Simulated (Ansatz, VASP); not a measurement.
AlN: VASP beside Ansatz

The input POSCAR:

```
AlN
1.0
   -0.0436980126      2.1849006282      2.1849006282
    2.1849006282     -0.0436980126      2.1849006282
    2.1412026156      2.1412026156      0.0000000000
Al N
1 1
Direct
    0.0000000000      0.0000000000      0.0000000000
    0.7500000000      0.7500000000      0.7500000000
```

Contents of INCAR.step1:

```
PREC = Accurate
ENCUT = 520
ISMEAR = 0
SIGMA = 0.05
LREAL = False
LASPH = True
NELM = 60
NBANDS = 11
GGA = PE
ALGO = Normal
EDIFF = 1E-4
LWAVE = True
LCHARG = False
```

File INCAR.step2:

```
PREC = Accurate
ENCUT = 520
EDIFF = 1E-6
ISMEAR = 0
SIGMA = 0.05
LREAL = False
LASPH = True
NELM = 60
ALGO = Normal
ISIF = 2
LWAVE = False
LCHARG = True
METAGGA = R2SCAN
LMIXTAU = True
LELF = True
LVHAR = True
NBANDS = 11
ISTART = 1
```

KPOINTS

```
Automatic mesh
0
Gamma
  10 10 10
```

Input for Ansatz:

```yaml
crystal:
  lattice:
    - [-0.0436980126, 2.1849006282, 2.1849006282]
    - [2.1849006282, -0.0436980126, 2.1849006282]
    - [2.1412026156, 2.1412026156, 0.0]
  atoms:
    - { symbol: Al, position: [0.0, 0.0, 0.0] }
    - { symbol: "N", position: [0.75, 0.75, 0.75] }
basis:
  ecutwfc: 500
kpoints:
  mp_grid: { grid: [10, 10, 10] }
hamiltonian:
  xc: r2scan
scf:
  occupations: { method: gaussian, width: 0.05 }
output:
  forces: true
  stress: true
  eigenvalues: true
```

Change from the starting cell: strain -0.0400 x Voigt [0, 0, 0, 0, 0, 1], atoms carried along.

Alike in both runs: task single point; functional r2SCAN; k mesh 10 × 10 × 10; occupations gaussian, width 0.05 eV; no spin polarisation.

|  | VASP | Ansatz |
| --- | --- | --- |
| version | VASP 6.6.1 | Ansatz 0.2.0 |
| potentials or method | VASP PAW PBE potentials, release 64 (Al, N), cutoff 520 eV | scalar-relativistic, plane waves, PAW |
| valence electrons in the cell | 8 | 8 |

```csv
,VASP,Ansatz,Ansatz less VASP
gap on the k mesh at the Fermi level (eV),3.79,3.79,+0.009
least direct gap on the mesh (eV),4.73,4.70,-0.038
pressure (GPa),0.0,0.4,+0.39
"traceless stress, the component that is largest in VASP (GPa)",9.50,9.40,-0.107
rms of the force components (eV/Å),0.203,0.199,-0.0035
```

VASP's potentials were made for PBE, not for r2SCAN. Atom by atom the forces differ by 0.004 eV/Å (rms over components).
